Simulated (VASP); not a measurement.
## ZnS: single point with LDA

The system is ZnS.

```xyz
2
Lattice="0.0000 2.7258 2.7258 2.7258 0.0000 2.7258 2.7258 2.7258 0.0000" Properties=species:S:1:pos:R:3 pbc="T T T"
Zn    1.3629    1.3629    1.3629
S     0.0000    0.0000    0.0000
```

```
Program             : VASP 6.6.1
Task                : single point
Functional          : LDA
Potentials or basis : VASP PAW LDA potentials, release 64 (Zn, S)
Cutoff              : 500 eV
k mesh              : 6 × 6 × 6
Occupations         : gaussian, width 0.01 eV
Spin                : no spin polarisation
```

```json
{"Pressure": "-6.0 GPa", "Band gap on the k mesh": "1.77 eV, direct"}
```

Levels at points of the mesh, in eV from the valence-band top:
```
           k point  band 7  band 8  band 9  band 10  band 11  band 12
(0.00, 0.00, 0.00)    0.00    0.00    0.00     1.77     6.27     6.27
(0.50, 0.00, 0.00)   -5.21   -0.84   -0.84     3.06     6.80     6.80
(0.50, 0.50, 0.00)   -4.56   -2.15   -2.15     3.24     3.90    10.53
```

Run time: 13 s on 1 thread of Intel Xeon 8259CL, on a shared host, peak memory 0.14 GiB.

A hybrid or GW would open this gap; LDA tends to underestimate it.
